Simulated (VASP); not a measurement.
# Hf (Im-3m) in VASP: further runs, part 2 of 2

VASP 6.6.1.

## 5. Single point, LDA (volume scaled by 0.94)

File INCAR:

```
SYSTEM = Hf
ALGO = Fast ; EDIFF = 1E-7
ENCUT = 520 ; ISIF = 2
ISMEAR = -1 ; LASPH = .True.
LCHARG = .False. ; LREAL = .False.
LWAVE = .False. ; NBANDS = 11
NELM = 100 ; PREC = Accurate
SIGMA = 0.05
```

File KPOINTS:

```
k-points
0
Gamma
  10 10 10
  0 0 0
```

File POSCAR:

```
Hf
1.0
   -1.7681529262      1.7681529262      1.7681529262
    1.7681529262     -1.7681529262      1.7681529262
    1.7681529262      1.7681529262     -1.7681529262
Hf
1
Direct
    0.0000000000      0.0000000000      0.0000000000
```

Potentials or basis: VASP PAW LDA potentials, release 64 (Hf_pv).

The run is started by

```console
cat potpaw_LDA.64/Hf_pv/POTCAR > POTCAR
mpirun -np 1 vasp_std > vasp.out
```

OUTCAR:

```text
SYSTEM = Hf
   EDIFF = 1E-7
   ENCUT = 520
   ISIF = 2
   ISMEAR = -1
   LASPH = .True.
   LREAL = .False.
   NELM = 100
   PREC = Accurate

 ion  position               nearest neighbor table
   1  0.000  0.000  0.000-

  LATTYP: Found a body centered cubic cell.
 ALAT       =     3.5363058524

  Lattice vectors:

 A1 = (  -1.7681529262,   1.7681529262,   1.7681529262)
 A2 = (   1.7681529262,  -1.7681529262,   1.7681529262)
 A3 = (   1.7681529262,   1.7681529262,  -1.7681529262)

Analysis of symmetry for initial positions (statically):
=====================================================================
 Subroutine PRICEL returns:
 Original cell was already a primitive cell.

 Routine SETGRP: Setting up the symmetry group for a
 body centered cubic supercell.

 Subroutine GETGRP returns: Found 48 space group operations
[... 9 lines left out ...]

 Routine SETGRP: Setting up the symmetry group for a
 body centered cubic supercell.

 Subroutine GETGRP returns: Found 48 space group operations
[... 11 lines left out ...]
                                     Primitive cell

  volume of cell :      22.1116

  direct lattice vectors                    reciprocal lattice vectors
    -1.768152926  1.768152926  1.768152926     0.000000000  0.282780970  0.282780970
     1.768152926 -1.768152926  1.768152926     0.282780970  0.000000000  0.282780970
     1.768152926  1.768152926 -1.768152926     0.282780970  0.282780970  0.000000000

  length of vectors
     3.062530704  3.062530704  3.062530704     0.399912683  0.399912683  0.399912683

  position of ions in fractional coordinates (direct lattice)
     0.000000000  0.000000000  0.000000000

  ion indices of the primitive-cell ions
   primitive index   ion index
                 1           1

----------------------------------------------------------------------------------------

 KPOINTS: k-points

Automatic generation of k-mesh.
 Grid dimensions read from file:
 generate k-points for:   10   10   10

 Generating k-lattice:

  Cartesian coordinates                     Fractional coordinates (reciprocal lattice)
     0.000000000  0.028278097  0.028278097     0.100000000  0.000000000  0.000000000
     0.028278097  0.000000000  0.028278097     0.000000000  0.100000000  0.000000000
     0.028278097  0.028278097  0.000000000     0.000000000  0.000000000  0.100000000

  Length of vectors
     0.039991268  0.039991268  0.039991268

  Shift w.r.t. Gamma in fractional coordinates (k-lattice)
     0.000000000  0.000000000  0.000000000

 Subroutine IBZKPT returns following result:
 ===========================================

 Found     47 irreducible k-points:

 Following reciprocal coordinates:
            Coordinates               Weight
  0.000000  0.000000  0.000000      1.000000
  0.100000  0.000000  0.000000     12.000000
  0.200000  0.000000  0.000000     12.000000
  0.300000  0.000000  0.000000     12.000000
  0.400000  0.000000  0.000000     12.000000
  0.500000  0.000000  0.000000      6.000000
[... 16 lines left out ...]
  0.300000  0.300000  0.100000      8.000000
 -0.300000  0.300000  0.100000     24.000000
 [... further k-points ...]
   k-points           NKPTS =     47   k-points in BZ     NKDIM =     47   number of bands    NBANDS=     11
   number of dos      NEDOS =    301   number of ions     NIONS =      1
   total plane-waves  NPLWV =  13824
   dimension x,y,z NGX =    24 NGY =   24 NGZ =   24
   dimension x,y,z NGXF=    48 NGYF=   48 NGZF=   48
   ions per type =               1
   NGX,Y,Z   is equivalent  to a cutoff of  13.03, 13.03, 13.03 a.u.
   NGXF,Y,Z  is equivalent  to a cutoff of  26.06, 26.06, 26.06 a.u.
 SYSTEM =  Hf
   PREC   = accura    normal or accurate (medium, high low for compatibility)
   ISTART =      0    job   : 0-new  1-cont  2-samecut
   ICHARG =      2    charge: 1-file 2-atom 10-const
   ISPIN  =      1    spin polarized calculation?
   LNONCOLLINEAR =      F non collinear calculations
   LSORBIT =      F    spin-orbit coupling
   LASPH  =      T    aspherical Exc in radial PAW
   ENCUT  =  520.0 eV  38.22 Ry    6.18 a.u.   5.69  5.69  5.69*2*pi/ulx,y,z
   NELM   =    100;   NELMIN=  2; NELMDL= -5     # of ELM steps
   EDIFF  = 0.1E-06   stopping-criterion for ELM
   LREAL  =      F    real-space projection
   EDIFFG = 0.1E-05   stopping-criterion for IOM
   NSW    =      0    number of steps for IOM
   IBRION =     -1    ionic relax: 0-MD 1-quasi-New 2-CG
   NFREE  =      0    steps in history (QN), initial steepest desc. (CG)
   ISIF   =      2    stress and relaxation
   ISYM   =      2    0-nonsym 1-usesym 2-fastsym
   POTIM  = 0.5000    time-step for ionic-motion
   TEBEG  =    0.0;   TEEND  =   0.0 temperature during run
   PSTRESS=    0.0 pullay stress
   NELECT =      10.0000    total number of electrons
   NUPDOWN=      -1.0000    fix difference up-down
   EMIN   =  10.00;   EMAX   =-10.00  energy-range for DOS
   EFERMI =   0.00;   METHOD = LEGACY
   ISMEAR =    -1;   SIGMA  =   0.05  broadening in eV -4-tet -1-fermi 0-gaus
   EFERMI_NEDOS =   21; number of points for ismear=-14 and -15
   IALGO  =     68    algorithm
   IMIX   =      4    mixing-type and parameters
     AMIX     =   0.40;   BMIX     =  1.00
     AMIX_MAG =   1.60;   BMIX_MAG =  1.00
  volume/ion in A,a.u.               =      22.11       149.22
  Fermi-wavevector in a.u.,A,eV,Ry     =   1.256613  2.374655 21.484649  1.579077
  Thomas-Fermi vector in A             =   2.390313
   LORBIT       =      0    0 simple, 1 ext, 2 COOP (PROOUT), +10 PAW based schemes
   GGA     = CA    functional components
   LHFCALC =     F    Hartree Fock is set to
   AEXX    =    0.0000 exact exchange contribution
   IVDW    =     0    specifies the selected vdW correction
   LEPSILON=     F    determine dielectric tensor
   LRPA    =     F    only Hartree local field effects (RPA)
 non-spin polarized calculation
 RMM-DIIS sequential band-by-band and
  energy-cutoff  :      520.00
  volume of cell :       22.11
 maximum number of plane-waves:       610
   NGX = 11   NGY = 11   NGZ = 11

 number of electron      10.0000000 magnetization

 Free energy of the ion-electron system (eV)
  ---------------------------------------------------
  ext. energy  EPLUGINS =         0.00000000
  ---------------------------------------------------
  free energy    TOTEN  =       -10.51335340 eV

  energy without entropy =      -10.49972522  energy(sigma->0) =      -10.50653931

 E-fermi :   4.5439     XC(G=0): -11.5227

 val. band max:        4.5372623531   @ k =   0.3000   0.0000   0.0000
 cond. band min:       4.5777285521   @ k =   0.3000   0.2000   0.0000
 fundamental gap:      0.0404661990
 Fermi energy:         4.5439367264

 k-point     1 :       0.0000    0.0000    0.0000
  band No.  band energies     occupation
      1     -25.1001      2.00000
      2     -25.1001      2.00000
      3     -25.1001      2.00000
      4      -2.4818      2.00000
      5       5.9776      0.00000
      6       5.9776      0.00000
      7       5.9776      0.00000
      8       8.8048      0.00000
      9       8.8048      0.00000
     10      17.9531      0.00000
     11      17.9536      0.00000

 k-point     2 :       0.1000    0.0000    0.0000
  band No.  band energies     occupation
      1     -25.1891      2.00000
      2     -25.1278      2.00000
      3     -25.1005      2.00000
      4      -2.1089      2.00000
      5       5.7261      0.00000
      6       5.8664      0.00000
      7       6.3471      0.00000
      8       8.4435      0.00000
      9       8.8047      0.00000
     10      18.2762      0.00000
     11      18.6176      0.00000

 k-point     3 :       0.2000    0.0000    0.0000
  band No.  band energies     occupation
      1     -25.4156      2.00000
      2     -25.1996      2.00000
      3     -25.1015      2.00000
      4      -1.1002      2.00000
      5       5.1452      0.00001
      6       5.3658      0.00000
      7       7.4227      0.00000
      8       8.1904      0.00000
      9       8.8684      0.00000
     10      16.8839      0.00000
     11      18.5513      0.00000
[... 267 lines left out ...]
 k-point    23 :       0.3000    0.3000    0.1000
  band No.  band energies     occupation
      1     -25.6530      2.00000
      2     -25.6530      2.00000
      3     -25.2865      2.00000
      4       3.0989      2.00000
      5       4.1047      1.99969
      6       4.1047      1.99969
      7       9.5690      0.00000
      8       9.5690      0.00000
      9      11.1083      0.00000
     10      15.4726      0.00000
     11      15.4726      0.00000

 k-point    24 :      -0.3000    0.3000    0.1000
  band No.  band energies     occupation
      1     -25.6714      2.00000
      2     -25.3176      2.00000
      3     -25.1686      2.00000
      4       0.4842      2.00000
      5       4.7347      0.04312
      6       4.8786      0.00248
      7       7.4789      0.00000
      8       8.9598      0.00000
      9       9.6163      0.00000
     10      16.7722      0.00000
     11      16.9663      0.00000

 [... further k-points ...]
[... 5 lines left out ...]
  --------------------------------------------------------------------------------------
  -------------------------------------------------------------------------------------
  Total       -1.0698537     -1.0698537     -1.0698537      0.0000000      0.0000000      0.0000000
  in kB      -77.5203136    -77.5203136    -77.5203136      0.0000000      0.0000000      0.0000000
  external PRESSURE =     -77.5203136 kB  Pullay stress =       0.0000000 kB

 VOLUME and BASIS-vectors are now :
 -----------------------------------------------------------------------------
  energy-cutoff  :      520.00
  volume of cell :       22.11
      direct lattice vectors                 reciprocal lattice vectors
    -1.768152926  1.768152926  1.768152926     0.000000000  0.282780970  0.282780970
     1.768152926 -1.768152926  1.768152926     0.282780970  0.000000000  0.282780970
     1.768152926  1.768152926 -1.768152926     0.282780970  0.282780970  0.000000000

 POSITION                                       TOTAL-FORCE (eV/Angst)
 -----------------------------------------------------------------------------------
      0.00000      0.00000      0.00000         0.000000      0.000000      0.000000
 -----------------------------------------------------------------------------------
    total drift:                               -0.000000      0.000000     -0.000000

  FREE ENERGIE OF THE ION-ELECTRON SYSTEM (eV)
  ---------------------------------------------------
  free  energy   TOTEN  =       -10.5133534021 eV

  energy  without entropy=      -10.4997252214  energy(sigma->0) =      -10.50653931
```

OSZICAR:

```text
N       E                     dE             d eps       ncg     rms          rms(c)
DAV:   1     0.114601132665E+02    0.11460E+02   -0.56793E+03  1066   0.833E+02
DAV:   2    -0.104677972175E+02   -0.21928E+02   -0.21143E+02  1322   0.153E+02
DAV:   3    -0.108720886565E+02   -0.40429E+00   -0.40174E+00  1261   0.141E+01
DAV:   4    -0.108736424600E+02   -0.15538E-02   -0.15535E-02  1198   0.107E+00
DAV:   5    -0.108736518676E+02   -0.94076E-05   -0.94068E-05  1295   0.702E-02    0.448E+01
RMM:   6    -0.106023405096E+02    0.27131E+00   -0.17743E-01  1053   0.269E+00    0.254E+01
RMM:   7    -0.105166879149E+02    0.85653E-01   -0.30197E-01  1128   0.360E+00    0.113E+00
RMM:   8    -0.105131806585E+02    0.35073E-02   -0.18606E-02  1136   0.110E+00    0.381E-01
RMM:   9    -0.105133346485E+02   -0.15399E-03   -0.19806E-03  1271   0.357E-01    0.720E-02
RMM:  10    -0.105133451703E+02   -0.10522E-04   -0.26708E-04  1283   0.125E-01    0.531E-02
RMM:  11    -0.105133532661E+02   -0.80958E-05   -0.80615E-05  1394   0.589E-02    0.115E-02
RMM:  12    -0.105133533417E+02   -0.75593E-07   -0.52115E-06  1303   0.181E-02    0.240E-03
RMM:  13    -0.105133533689E+02   -0.27274E-07   -0.13856E-06  1245   0.771E-03    0.906E-04
RMM:  14    -0.105133534021E+02   -0.33134E-07   -0.24021E-07  1011   0.329E-03
   1 F= -.10513353E+02 E0= -.10506539E+02  d E =-.136282E-01
```

stdout:

```text
POSCAR found type information on POSCAR Hf
 POSCAR found :  1 types and       1 ions
 scaLAPACK will be used
 LDA part: xc-table for (Slater(with rela. corr.)+CA(PZ))
 , standard interpolation
 POSCAR, INCAR and KPOINTS ok, starting setup
 FFT: planning ... GRIDC
 FFT: planning ... GRID_SOFT
 FFT: planning ... GRID
 WAVECAR not read
 entering main loop
```

Run time: 15 s. Hardware: 1 thread of Intel Xeon 8259CL, shared host; peak memory 0.13 GiB.

Results:

```yaml
Free_energy: -10.5134 eV
Pressure: -7.8 GPa
Band_gap_on_the_k_mesh: zero (band 5 reaches 5.98 eV, above the bottom of band 6 at 3.76 eV)
```

Levels at points of the mesh, in eV from the Fermi level:
```csv
k point,band 2,band 3,band 4,band 5,band 6,band 7,band 8,band 9
"(0.00, 0.00, 0.00)",-29.64,-29.64,-7.03,1.43,1.43,1.43,4.26,4.26
"(0.50, 0.00, 0.00)",-29.93,-29.65,-3.42,-0.59,1.24,4.08,5.09,7.62
"(0.50, 0.50, 0.50)",-30.25,-30.25,-2.64,-2.64,6.77,6.77,6.77,7.39
```

Caveat: spin-orbit coupling is left out, which moves the levels of the heavy elements.

## 6. Single point, LDA (volume scaled by 0.96)

File INCAR:

```
PREC = Accurate ; ENCUT = 520
EDIFF = 1E-7 ; ISMEAR = -1
SIGMA = 0.05 ; LREAL = F
LASPH = T ; NELM = 60
ALGO = Normal ; ISIF = 2
LWAVE = F ; LCHARG = F
NBANDS = 11
```

File KPOINTS:

```
regular mesh
0
Gamma
  10 10 10
```

File POSCAR:

```
Hf
1.0
   -1.7806051177      1.7806051177      1.7806051177
    1.7806051177     -1.7806051177      1.7806051177
    1.7806051177      1.7806051177     -1.7806051177
Hf
1
Direct
    0.0000000000      0.0000000000      0.0000000000
```

Potentials or basis: VASP PAW LDA potentials, release 64 (Hf_pv).

The run is started by

```console
cat potpaw_LDA.64/Hf_pv/POTCAR > POTCAR
mpirun -np 1 vasp_std > vasp.out
```

Wall time 10 s (1 thread of Intel Xeon 8259CL, shared host); peak memory 0.13 GiB.

The run converged. Its results:

| Item | Value |
| --- | --- |
| Free energy | -10.4880 eV |
| Pressure | -9.5 GPa |
| Band gap on the k mesh | zero (band 5 reaches 5.82 eV, above the bottom of band 6 at 3.64 eV) |

Levels at points of the mesh, in eV from the Fermi level:
| k point | band 2 | band 3 | band 4 | band 5 | band 6 | band 7 | band 8 | band 9 |
| --- | --- | --- | --- | --- | --- | --- | --- | --- |
| (0.00, 0.00, 0.00) | -29.72 | -29.72 | -6.95 | 1.42 | 1.42 | 1.42 | 4.19 | 4.19 |
| (0.50, 0.00, 0.00) | -29.99 | -29.72 | -3.35 | -0.55 | 1.17 | 4.00 | 4.98 | 7.43 |
| (0.50, 0.50, 0.50) | -30.29 | -30.29 | -2.55 | -2.55 | 6.62 | 6.62 | 6.62 | 7.22 |

Caveat: spin-orbit coupling is left out, which moves the levels of the heavy elements.

## 7. Overview

```csv
level,potentials or basis,cell,gap on the mesh (eV),pressure (GPa)
PBEsol,"VASP PAW PBE potentials, release 64 (Hf_pv)","a = 3.188 Å, angles 109.5°, 1 atom",none,-13.1
r2SCAN,"VASP PAW PBE potentials, release 64 (Hf_pv)","a = 3.063 Å, angles 109.5°, 1 atom",none,-0.1
r2SCAN,"VASP PAW PBE potentials, release 64 (Hf_pv)","a = 3.084 Å, angles 109.5°, 1 atom",none,-2.2
LDA,"VASP PAW LDA potentials, release 64 (Hf_pv)","a = 3.063 Å, angles 109.5°, 1 atom",none,-7.8
LDA,"VASP PAW LDA potentials, release 64 (Hf_pv)","a = 3.084 Å, angles 109.5°, 1 atom",none,-9.5
```

Alike in all rows: task single point; no spin polarisation; k mesh 10 × 10 × 10; cutoff (eV) 520; smearing fermi-dirac 0.05 eV.

Caveats: spin-orbit coupling is left out, which moves the levels of the heavy elements; the PAW data sets were made with another functional, which shifts forces and pressure a little (some runs).

Total energies depend on the potentials used, so only differences within one code and one set of settings carry meaning.
